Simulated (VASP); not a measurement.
Write the native input for VASP 6.6.1 that does the following.

```yaml
Task: relaxation of cell and atoms
Functional: r2SCAN
Potentials_or_basis: VASP PAW PBE potentials, release 64 (Y_sv, W_sv)
Cutoff: 550 eV
k_mesh: 4 × 4 × 4
Occupations: gaussian, width 0.1 eV
Spin: no spin polarisation
Dipole_correction: no
Further_INCAR_settings: ALGO = Normal; EDIFF = 1e-07; IBRION = 2; EDIFFG = -0.04; NSW = 90; ISIF = 3
```

Y3W:

```
Y W
1.0
     4.54648    0.00000    0.00000
     0.00000    4.54648    0.00000
     0.00000    0.00000    4.54648
Y W
3 1
Direct
  0.00000 0.50000 0.50000
  0.50000 0.00000 0.50000
  0.50000 0.50000 0.00000
  0.00000 0.00000 0.00000
```

The input as run:

POSCAR

```
Y3W
1.0
    4.5464841361      0.0000000000      0.0000000000
    0.0000000000      4.5464841361      0.0000000000
    0.0000000000      0.0000000000      4.5464841361
Y W
3 1
Direct
    0.0000000000      0.5000000000      0.5000000000
    0.5000000000      0.0000000000      0.5000000000
    0.5000000000      0.5000000000      0.0000000000
    0.0000000000      0.0000000000      0.0000000000
```

INCAR.step1

```
ALGO = Normal
EDIFF = 1E-5
EDIFFG = -0.005
ENCUT = 550
GGA = PE
GGA_COMPAT = F
IBRION = 2
ISIF = 3
ISMEAR = 0
LASPH = T
LCHARG = F
LREAL = F
LWAVE = T
NELM = 120
NELMIN = 4
NSW = 100
PREC = Accurate
SIGMA = 0.1
```

INCAR.step2

```
ALGO = Normal
EDIFF = 1E-7
EDIFFG = -0.04
ENCUT = 550
GGA_COMPAT = F
IBRION = 2
ISIF = 3
ISMEAR = 0
ISTART = 1
LASPH = T
LCHARG = F
LMIXTAU = T
LREAL = F
LWAVE = F
METAGGA = R2SCAN
NELM = 120
NELMIN = 4
NSW = 90
PREC = Accurate
SIGMA = 0.1
```

KPOINTS

```
k-points
0
Gamma
  4 4 4
```

Potentials or basis: VASP PAW PBE potentials, release 64 (Y_sv, W_sv).

Launch:

```console
$ cat potpaw_PBE.64/Y_sv/POTCAR potpaw_PBE.64/W_sv/POTCAR > POTCAR
$ cp INCAR.step1 INCAR
$ mpirun -np 1 vasp_std > vasp.out
$ cp INCAR.step2 INCAR
$ mpirun -np 1 vasp_std > vasp.out
```

Results of the run:

```
Relaxed volume                        : 25.91 Å³/atom
Relaxed cell                          : a = 4.697 Å, b = 4.697 Å, c = 4.697 Å, α = 90.00°, β = 90.00°, γ = 90.00°
Space group after relaxing (to 0.1 Å) : Pm-3m (No. 221)
Energy gained by relaxing             : 52.5 meV/atom
Ionic steps                           : 3
Pressure after relaxing               : 0.0 GPa
Band gap on the k mesh                : zero (an odd number of electrons rules out a gap without spin polarisation)
```

Caveat: the PAW data sets were made with another functional, which shifts forces and pressure a little; spin-orbit coupling is left out, which moves the levels of the heavy elements.

Run time: 16 min on 1 thread of Oxide Virtual Turin-like Processor, with other jobs on the host, peak memory 0.21 GiB.
